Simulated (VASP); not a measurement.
## Rb: single point with PBEsol

The system is Rb.

```
Rb
1.0
     4.62743    0.00000    0.00000
     0.00000    4.62305    0.00000
     0.00000    0.00000    4.61525
Rb
1
Direct
  0.00000 0.50000 0.00000
```

- Program: VASP 6.6.1
- Task: single point
- Functional: PBEsol
- Potentials or basis: VASP PAW PBE potentials, release 64 (Rb_sv)
- Cutoff: 520 eV
- k mesh: 12 × 12 × 12
- Occupations: gaussian, width 0.1 eV
- Spin: no spin polarisation
- Dipole correction: no
- Further INCAR settings: ALGO = Fast; EDIFF = 1e-06; NBANDS = 10

```
Pressure : -0.1 GPa
```

Levels at points of the mesh, in eV from the Fermi level:
```
           k point  band 1  band 2  band 3  band 4  band 5  band 6  band 7  band 8  band 9
(0.00, 0.00, 0.00)  -29.03  -13.07  -13.07  -13.07   -1.87    2.32    2.33    5.66    5.67
(0.50, 0.00, 0.00)  -29.03  -13.19  -13.06  -13.06   -0.17    0.32    2.90    4.09    4.10
(0.00, 0.50, 0.00)  -29.03  -13.19  -13.06  -13.06   -0.17    0.32    2.90    4.08    4.10
(0.50, 0.50, 0.00)  -29.03  -13.17  -13.17  -13.05    0.85    1.64    2.08    2.08    4.57
(0.00, 0.00, 0.50)  -29.03  -13.19  -13.06  -13.06   -0.16    0.33    2.90    4.07    4.08
(0.50, 0.00, 0.50)  -29.03  -13.18  -13.17  -13.05    0.85    1.65    2.08    2.08    4.55
(0.00, 0.50, 0.50)  -29.03  -13.18  -13.17  -13.05    0.85    1.65    2.09    2.09    4.55
(0.50, 0.50, 0.50)  -29.02  -13.16  -13.16  -13.16    1.83    1.83    1.84    3.65    4.05
```

Run time: 2.8 min on 1 thread of Intel(R) Xeon(R) Platinum 8488C (Sapphire Rapids), with other jobs on the host, peak memory 0.44 GiB.

Caveat: the PAW data sets were made with another functional, which shifts forces and pressure a little.
